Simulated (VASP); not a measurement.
# MnSn2 (I4/mcm) in VASP: a series of runs

MnSn2 is run at these levels: PBEsol; tasks: single point.

All numbers are computed with VASP 6.6.1; they aren't measurements. Logs are shortened: lines on timing, memory, paths and dates and some standing lists are left out, and cuts for length are marked.

## 1. The cell of the first run

Symmetry: I4/mcm, No. 140, tetragonal system. The conventional cell has a = 6.476 Å, b = 6.476 Å, c = 5.155 Å, α = 90.00°, β = 90.00°, γ = 90.00°. Within 3.4 Å of Mn (site symmetry 422) lie 2 Mn at 2.58 Å and 8 Sn at 2.75 Å. Within 3.6 Å of Sn (site symmetry m2m) lie 4 Mn at 2.75 Å and 11 Sn at 2.96 to 3.43 Å.

## 2. Single point, PBEsol

Input file INCAR:

```
PREC = Accurate
ENCUT = 520
EDIFF = 1E-7
ISMEAR = 0
SIGMA = 0.1
LREAL = F
LASPH = T
NELM = 100
ALGO = Fast
ISIF = 2
LWAVE = F
LCHARG = T
GGA = PS
LELF = T
LVHAR = T
NBANDS = 50
```

Input file KPOINTS:

```
regular mesh
0
Gamma
  8 8 8
```

Input file POSCAR:

```
MnSn2
1.0
   -3.2379691732      3.2379691732      2.5776557953
    3.2379691732     -3.2379691732      2.5776557953
    3.2379691732      3.2379691732     -2.5776557953
Mn Sn
2 4
Direct
    0.7500000000      0.7500000000      0.0000000000
    0.2500000000      0.2500000000      0.0000000000
    0.1617389603      0.6617389603      0.8234779207
    0.6617389603      0.8382610397      0.5000000000
    0.8382610397      0.3382610397      0.1765220793
    0.3382610397      0.1617389603      0.5000000000
```

Potentials or basis: VASP PAW PBE potentials, release 64 (Mn_pv, Sn_d).

Run with:

```console
> cat potpaw_PBE.64/Mn_pv/POTCAR potpaw_PBE.64/Sn_d/POTCAR > POTCAR
> mpirun -np 1 vasp_std > vasp.out
```

OUTCAR:

```text
PREC = Accurate
   ENCUT = 520
   EDIFF = 1E-7
   ISMEAR = 0
   LREAL = F
   LASPH = T
   NELM = 100
   ISIF = 2
   GGA = PS

 ion  position               nearest neighbor table
   1  0.750  0.750  0.000-   2 2.58   2 2.58   5 2.75   3 2.75   3 2.75   5 2.75   4 2.75   6 2.75
                             4 2.75   6 2.75
   2  0.250  0.250  0.000-   1 2.58   1 2.58   5 2.75   3 2.75   3 2.75   5 2.75   6 2.75   4 2.75
                             4 2.75   6 2.75
   3  0.162  0.662  0.823-   1 2.75   2 2.75   1 2.75   2 2.75   5 2.96   5 3.04   5 3.04   4 3.32
                             6 3.32   6 3.32   4 3.32   4 3.43   6 3.43   6 3.43   4 3.43
   4  0.662  0.838  0.500-   2 2.75   1 2.75   1 2.75   2 2.75   6 2.96   6 3.04   6 3.04   3 3.32
                             5 3.32   3 3.32   5 3.32   3 3.43   5 3.43   5 3.43   3 3.43
   5  0.838  0.338  0.177-   1 2.75   2 2.75   1 2.75   2 2.75   3 2.96   3 3.04   3 3.04   6 3.32
                             4 3.32   6 3.32   4 3.32   6 3.43   4 3.43   6 3.43   4 3.43
   6  0.338  0.162  0.500-   1 2.75   2 2.75   2 2.75   1 2.75   4 2.96   4 3.04   4 3.04   3 3.32
                             5 3.32   3 3.32   5 3.32   3 3.43   5 3.43   3 3.43   5 3.43

  LATTYP: Found a body centered tetragonal cell.
 ALAT       =     6.4759383464
 C/A-ratio  =     0.7960717528

  Lattice vectors:

 A1 = (  -3.2379691732,   3.2379691732,   2.5776557953)
 A2 = (   3.2379691732,  -3.2379691732,   2.5776557953)
 A3 = (   3.2379691732,   3.2379691732,  -2.5776557953)

Analysis of symmetry for initial positions (statically):
=====================================================================
 Subroutine PRICEL returns:
 Original cell was already a primitive cell.

 Routine SETGRP: Setting up the symmetry group for a
 body centered tetragonal supercell.

 Subroutine GETGRP returns: Found 16 space group operations
 (whereof  8 operations were pure point group operations)
 out of a pool of 16 trial point group operations.

The static configuration has the point symmetry C_4h.
 The point group associated with its full space group is D_4h.

Analysis of symmetry for dynamics (positions and initial velocities):
=====================================================================
 Subroutine PRICEL returns:
 Original cell was already a primitive cell.

 Routine SETGRP: Setting up the symmetry group for a
 body centered tetragonal supercell.

 Subroutine GETGRP returns: Found 16 space group operations
 (whereof  8 operations were pure point group operations)
 out of a pool of 16 trial point group operations.

The dynamic configuration has the point symmetry C_4h.
 The point group associated with its full space group is D_4h.

[... 113 lines left out ...]
   ISYM   =      2    0-nonsym 1-usesym 2-fastsym
   POTIM  = 0.5000    time-step for ionic-motion
   TEBEG  =    0.0;   TEEND  =   0.0 temperature during run
   PSTRESS=    0.0 pullay stress
   NELECT =      82.0000    total number of electrons
   NUPDOWN=      -1.0000    fix difference up-down
   EMIN   =  10.00;   EMAX   =-10.00  energy-range for DOS
   EFERMI =   0.00;   METHOD = LEGACY
   ISMEAR =     0;   SIGMA  =   0.10  broadening in eV -4-tet -1-fermi 0-gaus
   EFERMI_NEDOS =   21; number of points for ismear=-14 and -15
   IALGO  =     68    algorithm
   IMIX   =      4    mixing-type and parameters
     AMIX     =   0.40;   BMIX     =  1.00
     AMIX_MAG =   1.60;   BMIX_MAG =  1.00
  volume/ion in A,a.u.               =      18.02       121.58
  Fermi-wavevector in a.u.,A,eV,Ry     =   1.493033  2.821423 30.329384  2.229147
  Thomas-Fermi vector in A             =   2.605485
   LORBIT       =      0    0 simple, 1 ext, 2 COOP (PROOUT), +10 PAW based schemes
   GGA     = PS    functional components
   LHFCALC =     F    Hartree Fock is set to
   AEXX    =    0.0000 exact exchange contribution
   IVDW    =     0    specifies the selected vdW correction
   LEPSILON=     F    determine dielectric tensor
   LRPA    =     F    only Hartree local field effects (RPA)
 non-spin polarized calculation
 RMM-DIIS sequential band-by-band and
 Gauss-broadening in eV      SIGMA  =   0.10
  energy-cutoff  :      520.00
  volume of cell :      108.10
 maximum number of plane-waves:      2930
   NGX = 19   NGY = 19   NGZ = 19

 number of electron      81.9999972 magnetization

 Free energy of the ion-electron system (eV)
  ---------------------------------------------------
  ext. energy  EPLUGINS =         0.00000000
  ---------------------------------------------------
  free energy    TOTEN  =       -36.10305399 eV

  energy without entropy =      -36.07078882  energy(sigma->0) =      -36.08692140

 E-fermi :  10.6700     XC(G=0): -12.1475

 val. band max:       10.6649139917   @ k =  -0.3750  -0.3750   0.2500
 cond. band min:      10.6783612323   @ k =  -0.2500   0.5000   0.2500
 fundamental gap:      0.0134472406
 Fermi energy:        10.6700201963

 k-point     1 :       0.0000    0.0000    0.0000
  band No.  band energies     occupation
      1     -37.2732      2.00000
      2     -36.9937      2.00000
      3     -36.8242      2.00000
      4     -36.8242      2.00000
      5     -36.7933      2.00000
      6     -36.7933      2.00000
[... 1261 lines left out ...]
     49      14.9963      0.00000
     50      15.0090      0.00000

 [... further k-points ...]

------------------------ aborting loop because EDIFF is reached ----------------------------------------

  FORCE on cell =-STRESS in cart. coord.  units (eV):
  Direction    XX          YY          ZZ          XY          YZ          ZX
  --------------------------------------------------------------------------------------
  -------------------------------------------------------------------------------------
  Total       -0.0058781     -0.0058781      0.0192640      0.0000000      0.0000000      0.0000000
  in kB       -0.0871192     -0.0871192      0.2855131      0.0000000      0.0000000      0.0000000
  external PRESSURE =       0.0370916 kB  Pullay stress =       0.0000000 kB

 VOLUME and BASIS-vectors are now :
 -----------------------------------------------------------------------------
  energy-cutoff  :      520.00
  volume of cell :      108.10
      direct lattice vectors                 reciprocal lattice vectors
    -3.237969173  3.237969173  2.577655795     0.000000000  0.154417776  0.193974696
     3.237969173 -3.237969173  2.577655795     0.154417776  0.000000000  0.193974696
     3.237969173  3.237969173 -2.577655795     0.154417776  0.154417776  0.000000000

 POSITION                                       TOTAL-FORCE (eV/Angst)
 -----------------------------------------------------------------------------------
      0.00000      0.00000      3.86648         0.000000     -0.000000     -0.000000
      0.00000      0.00000      1.28883         0.000000     -0.000000     -0.000000
      4.28538      1.04741     -0.00000         0.002580      0.002580     -0.000000
      2.19056      1.04741      2.57766        -0.002580      0.002580      0.000000
     -1.04741      2.19056      2.57766        -0.002580     -0.002580      0.000000
      1.04741      2.19056      0.00000         0.002580     -0.002580      0.000000
 -----------------------------------------------------------------------------------
    total drift:                               -0.000000     -0.000000      0.000000

  FREE ENERGIE OF THE ION-ELECTRON SYSTEM (eV)
  ---------------------------------------------------
  free  energy   TOTEN  =       -36.1030539865 eV

  energy  without entropy=      -36.0707888228  energy(sigma->0) =      -36.08692140
```

Wall time 14 min (1 thread of AMD EPYC 7R43 (Zen 3), shared host); peak memory 0.36 GiB.

What came out:

```
Free energy            : -36.1031 eV
Pressure               : 0.0 GPa
Largest force          : 0.004 eV/Å
Band gap on the k mesh : zero (bands 41 and 42 overlap by 0.66 eV)
```

Forces in eV/Å, atoms in the order of the input:
```
Mn   0.000  0.000  0.000
Mn   0.000  0.000  0.000
Sn   0.003  0.003  0.000
Sn  -0.003  0.003  0.000
Sn  -0.003 -0.003  0.000
Sn   0.003 -0.003  0.000
```

Caveat: the PAW data sets were made with another functional, which shifts forces and pressure a little; spin-orbit coupling is left out, which moves the levels of the heavy elements; the run has no spin polarisation, though such a crystal can be magnetic.

## 3. Single point, PBEsol, collinear spin

This run uses another cell than the first one, of 19.97 Å³/atom.

Input file INCAR:

```
PREC = Accurate
ENCUT = 500
EDIFF = 1E-6
ISMEAR = 0
SIGMA = 0.1
LREAL = False
LASPH = True
NELM = 200
ALGO = Normal
ISIF = 2
LWAVE = False
LCHARG = False
ISPIN = 2
MAGMOM = 2.95 2.95 -0.08 -0.08 -0.08 -0.08
LORBIT = 11
NUPDOWN = 5.0
LMAXMIX = 4
GGA = PS
NBANDS = 54
GGA_COMPAT = False
KPAR = 4
```

KPOINTS is that of step 2.

Input file POSCAR:

```
MnSn2
1.0
   -3.3230000000      3.3230000000      2.7125000000
    3.3230000000     -3.3230000000      2.7125000000
    3.3230000000      3.3230000000     -2.7125000000
Mn Sn
2 4
Direct
    0.7500000000      0.7500000000      0.0000000000
    0.2500000000      0.2500000000      0.0000000000
    0.1590000000      0.6590000000      0.8180000000
    0.6590000000      0.8410000000      0.5000000000
    0.8410000000      0.3410000000      0.1820000000
    0.3410000000      0.1590000000      0.5000000000
```

Potentials or basis: VASP PAW PBE potentials, release 64 (Mn_pv, Sn_d).

Run with:

```console
> cat potpaw_PBE.64/Mn_pv/POTCAR potpaw_PBE.64/Sn_d/POTCAR > POTCAR
> mpirun -np 4 vasp_std > vasp.out
```

It took 100 s on 4 MPI ranks of Intel Xeon 6975P-C (Granite Rapids), shared host; peak memory 0.62 GiB.

Results (log left out):

| Quantity | Value |
| --- | --- |
| Free energy | -36.4274 eV |
| Pressure | -3.8 GPa |
| Largest force | 0.484 eV/Å |
| Net moment | 5.00 μB per cell |
| Site moments | Mn +2.68; Sn -0.10 μB |
| Valence electrons inside the program's atomic spheres | Mn 11.63; Sn 12.29 |

Forces in eV/Å, atoms in the order of the input:
```
Mn   0.000  0.000  0.000
Mn   0.000  0.000  0.000
Sn   0.342  0.342  0.000
Sn  -0.342  0.342  0.000
Sn  -0.342 -0.342  0.000
Sn   0.342 -0.342  0.000
```

Stress tensor (GPa, compression positive):
```
-3.61  0.00  0.00
 0.00 -3.61  0.00
 0.00  0.00 -4.05
```

Caveat: the cell stands under tension; the PAW data sets were made with another functional, which shifts forces and pressure a little; spin-orbit coupling is left out, which moves the levels of the heavy elements; the total moment is fixed, so each spin has its own Fermi level and the state may be an excited one.
